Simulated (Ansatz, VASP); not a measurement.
## One calculation of Mg7Te, two programs

```
Mg Te
1.0
     0.00912    4.55959    4.55944
     4.55917    0.00848    4.56010
     4.56522    4.56629    0.00243
Mg Te
7 1
Direct
  0.50063 0.00056 0.49919
  0.49965 0.99918 0.00031
  0.49954 0.50005 0.99877
  0.99837 0.50041 0.00078
  0.00081 0.50056 0.49980
  0.00047 0.00021 0.50039
  0.00007 0.99995 0.00005
  0.50046 0.49907 0.50071
```

Change from the starting cell: cell x1, atoms moved at random (sigma 0.15 Å) and cell strained at random (1.5 %), then relaxed without symmetry.

Alike in both runs: functional PBE; k mesh 4 × 4 × 4; occupations gaussian, width 0.2 eV; no spin polarisation.

Ansatz relaxed the structure, and its values are those at the end. VASP's run is a single point on that final structure, the one shown.

|  | VASP | Ansatz |
| --- | --- | --- |
| version | VASP 6.6.1 | Ansatz 0.2.0 |
| potentials or method | VASP PAW PBE potentials, release 64 (Mg, Te), cutoff 520 eV | scalar-relativistic, plane waves, PAW |
| valence electrons in the cell | 20 | 86 |

Ansatz gave:

```
gap on the k mesh at the Fermi level (eV) : none
pressure (GPa)                            : 0.0
rms of the force components (eV/Å)        : 0.003
```

Q: What did VASP give for the same quantities?

A: gap on the k mesh at the Fermi level (eV): none; pressure (GPa): -0.1; rms of the force components (eV/Å): 0.003.

A gap of «none» marks a metal or a gap that the smearing closes. VASP's potentials hold 20 valence electrons a cell and Ansatz's 86, so a difference there can come from the potentials and not from the codes.

Spin-orbit coupling is off throughout.
